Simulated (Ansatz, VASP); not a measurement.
Au in VASP and in Ansatz

```
CELL_PARAMETERS angstrom
-1.31741 1.31741 1.31741
1.31741 -1.31741 1.31741
1.31741 1.31741 -1.31741
ATOMIC_POSITIONS crystal
Au 0.00000 0.00000 0.00000
```

Change from the starting cell: volume scaled by 0.55, LAPW.

Alike in both runs: task single point; functional LDA; k mesh 17 × 17 × 17; occupations fermi-dirac, width 0.1 eV; no spin polarisation.

|  | VASP | Ansatz |
| --- | --- | --- |
| version | VASP 6.6.1 | Ansatz 0.2.0 |
| potentials or method | VASP PAW LDA potentials, release 64 (Au), cutoff 520 eV | all-electron LAPW, scalar-relativistic |

|  | VASP | Ansatz | Ansatz less VASP |
| --- | --- | --- | --- |
| pressure (GPa) | 581.0 | 569.8 | -11.11 |

LDA's correlation is that of Perdew and Zunger in VASP and of Perdew and Wang (1992) in Ansatz. Both programs put the cell under a high pressure, so it lies far from rest at this level. Ansatz ran all-electron here, and VASP with PAW potentials.

Spin-orbit coupling is off throughout. Noted on VASP's run: the cell as given lies far from equilibrium.
